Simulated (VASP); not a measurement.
Set up this calculation in VASP 6.6.1, as the native input.

```yaml
Task: single point
Functional: LDA
Potentials_or_basis: VASP PAW LDA potentials, release 64 (Li_sv)
Cutoff: 750 eV
k_mesh: 11 × 11 × 11, shifted
Occupations: fermi-dirac, width 0.1 eV
Spin: no spin polarisation
Dipole_correction: no
Further_INCAR_settings: ALGO = Normal; EDIFF = 1e-06; NBANDS = 8
```

The structure of Li lies in POSCAR:

```
Li
1.0
   -1.6818772569      1.6818772569      1.6818772569
    1.6818772569     -1.6818772569      1.6818772569
    1.6818772569      1.6818772569     -1.6818772569
Li
1
Direct
    0.0000000000      0.0000000000      0.0000000000
```

The input as run:

INCAR

```
SYSTEM = Li
PREC     = Accurate       ! precision mode
ENCUT    = 750            ! plane-wave cutoff, eV
EDIFF    = 1E-6           ! SCF threshold, eV
ISMEAR   = -1             ! smearing method
SIGMA    = 0.1            ! smearing width, eV
LREAL    = .FALSE.        ! projectors in reciprocal space
LASPH    = .TRUE.         ! aspherical terms in the spheres
NELM     = 120            ! most SCF steps
ALGO     = Normal         ! electronic algorithm
ISIF     = 2              ! what is computed and relaxed
LWAVE    = .FALSE.        ! write WAVECAR
LCHARG   = .FALSE.        ! write CHGCAR
GGA      = CA             ! functional
NBANDS   = 8              ! bands
GGA_COMPAT= .FALSE.
```

KPOINTS

```
Automatic mesh
0
Gamma
  11 11 11
  0.5 0.5 0.5
```

Potentials or basis: VASP PAW LDA potentials, release 64 (Li_sv).

Run with:

```sh
$ cat potpaw_LDA.64/Li_sv/POTCAR > POTCAR
$ mpirun -np 1 vasp_std > vasp.out
```

It gave:

The pressure is -0.1 GPa and the band gap on the k mesh is zero (an odd number of electrons rules out a gap without spin polarisation).

Wall time 5.5 s on 1 thread of AMD EPYC 9R45 96-Core Processor (Zen 5), with other jobs on the host, peak memory 0.1 GiB.
